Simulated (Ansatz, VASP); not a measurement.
# MgPb2N2 in VASP and in Ansatz

INCAR

```
SYSTEM = MgPb2N2
ALGO     = Normal         ! electronic algorithm
EDIFF    = 1E-6           ! SCF threshold, eV
ENCUT    = 520            ! plane-wave cutoff, eV
GGA      = PE             ! functional
ISIF     = 2              ! what is computed and relaxed
ISMEAR   = 0              ! smearing method
IVDW     = 12             ! dispersion correction
LASPH    = .TRUE.         ! aspherical terms in the spheres
LCHARG   = .FALSE.        ! write CHGCAR
LREAL    = .FALSE.        ! projectors in reciprocal space
LWAVE    = .FALSE.        ! write WAVECAR
NBANDS   = 28             ! bands
NELM     = 60             ! most SCF steps
PREC     = Accurate       ! precision mode
SIGMA    = 0.01           ! smearing width, eV
```

Contents of KPOINTS:

```
k-points
0
G
  6 6 2
  0 0 0
```

Contents of POSCAR:

```
MgPb2N2
1.0
    3.3459000564      0.0000000000      0.0000000000
   -1.6729500282      2.8976413498      0.0000000000
    0.0000000000      0.0000000000      9.1101479432
Mg Pb N
1 2 2
Direct
    0.0000000000      0.0000000000      0.0000000000
    0.6666666667      0.3333333333      0.2865500000
    0.3333333333      0.6666666667      0.7134500000
    0.6666666667      0.3333333333      0.8618200000
    0.3333333333      0.6666666667      0.1381800000
```

Input for Ansatz:

```yaml
crystal:
  lattice:
    - [3.3459000563958514, 0.0, 0.0]
    - [-1.6729500281979257, 2.897641349765545, 0.0]
    - [0.0, 0.0, 9.110147943183566]
  atoms:
    - { symbol: Mg, position: [0.0, 0.0, 0.0] }
    - { symbol: Pb, position: [0.6666666666666666, 0.3333333333333333, 0.28655] }
    - { symbol: Pb, position: [0.3333333333333333, 0.6666666666666666, 0.71345] }
    - { symbol: "N", position: [0.6666666666666666, 0.3333333333333333, 0.86182] }
    - { symbol: "N", position: [0.3333333333333333, 0.6666666666666666, 0.13818] }
basis:
  ecutwfc: 489.804952427784
  ecutrho_ratio: 6
kpoints:
  mp_grid:
    grid: [6, 6, 2]
hamiltonian:
  xc: pbe
  dispersion: d3bj
scf:
  convergence:
    dr2_threshold: 1.0e-05
  lower_state_search: light
  occupations:
    method: fixed
output:
  stress: true
```

Alike in both runs: task single point; functional PBE; dispersion D3(BJ); k mesh 6 × 6 × 2; no spin polarisation.

|  | VASP | Ansatz |
| --- | --- | --- |
| version | VASP 6.6.1 | Ansatz 0.2.0 |
| potentials or method | VASP PAW PBE potentials, release 64 (Mg, Pb_d, N), cutoff 520 eV | plane waves, PAW |
| occupations | gaussian, width 0.01 eV | fixed |
| valence electrons in the cell | 40 | 48 |

VASP gave:

```
pressure (GPa) : 0.5
```

Q: Which values does Ansatz return?

A: Pressure (GPa): 0.7.

VASP's potentials hold 40 valence electrons a cell and Ansatz's 48, so a difference there can come from the potentials and not from the codes. Ansatz's warnings: stress scf threshold loose, structure snapped to symmetry.

Spin-orbit coupling is off throughout.
